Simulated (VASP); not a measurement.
A run of VASP 6.6.1:

Contents of INCAR:

```
ALGO     = Fast           # electronic algorithm
EDIFF    = 1E-6           # SCF threshold, eV
ENCUT    = 520            # plane-wave cutoff, eV
GGA      = PS             # functional
ISIF     = 2              # what is computed and relaxed
ISMEAR   = 0              # smearing method
LASPH    = True           # aspherical terms in the spheres
LCHARG   = False          # write CHGCAR
LREAL    = False          # projectors in reciprocal space
LWAVE    = False          # write WAVECAR
NBANDS   = 19             # bands
NELM     = 100            # most SCF steps
PREC     = Accurate       # precision mode
SIGMA    = 0.15           # smearing width, eV
```

KPOINTS

```
k-points
0
Gamma
  18 18 10
```

Contents of POSCAR:

```
Ti
1.0
    2.9499978604      0.0663749519      0.0000000000
   -1.4175165357      2.5215856123      0.0000000000
    0.0000000000      0.0000000000      4.6860000000
Ti
2
Direct
    0.3333333333      0.6666666667      0.2500000000
    0.6666666667      0.3333333333      0.7500000000
```

Potentials or basis: VASP PAW PBE potentials, release 64 (Ti_sv).

Launch:

```sh
$ cat potpaw_PBE.64/Ti_sv/POTCAR > POTCAR
$ mpirun -np 1 vasp_std > vasp.out
```

Hardware: 1 thread of Intel(R) Xeon(R) 6975P-C (Granite Rapids) (shared host).

Task: How long does it take, and how much memory?

Result: Run time: 11 min on 1 thread of Intel(R) Xeon(R) 6975P-C (Granite Rapids), on a shared host, peak memory 0.6 GiB. Counts: scf iterations 36, k points 984.
